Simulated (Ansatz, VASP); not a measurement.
**Be4Te: VASP beside Ansatz**

```
Be Te
1.0
    -3.03750    3.03750    2.13043
     3.03750   -3.03750    2.13043
     3.03750    3.03750   -2.13043
Be Te
4 1
Cartesian
  1.8098 1.8098 -0.3677
  1.2277 1.2277 1.7628
  -1.2277 1.2277 2.4981
  1.2277 -1.2277 2.4981
  0.0000 0.0000 0.0000
```

Alike in both runs: functional PBE; k mesh 10 × 10 × 10; occupations gaussian, width 0.1 eV; no spin polarisation.

Ansatz relaxed the structure, and its values are those at the end. VASP's run is a single point on that final structure, the one shown.

|  | VASP | Ansatz |
| --- | --- | --- |
| version | VASP 6.6.1 | Ansatz 0.2.0 |
| potentials or method | VASP PAW PBE potentials, release 64 (Be, Te), cutoff 520 eV | scalar-relativistic, plane waves, PAW |
| valence electrons in the cell | 14 | 24 |

Ansatz gave:

* gap on the k mesh at the Fermi level (eV): none
* pressure (GPa): 0.0
* rms of the force components (eV/Å): 0.001

Q: What did VASP give for the same quantities?

A: gap on the k mesh at the Fermi level (eV): none; pressure (GPa): 0.1; rms of the force components (eV/Å): 0.003.

A gap of «none» marks a metal or a gap that the smearing closes. VASP's potentials hold 14 valence electrons a cell and Ansatz's 24, so a difference there can come from the potentials and not from the codes.

Spin-orbit coupling is off throughout.
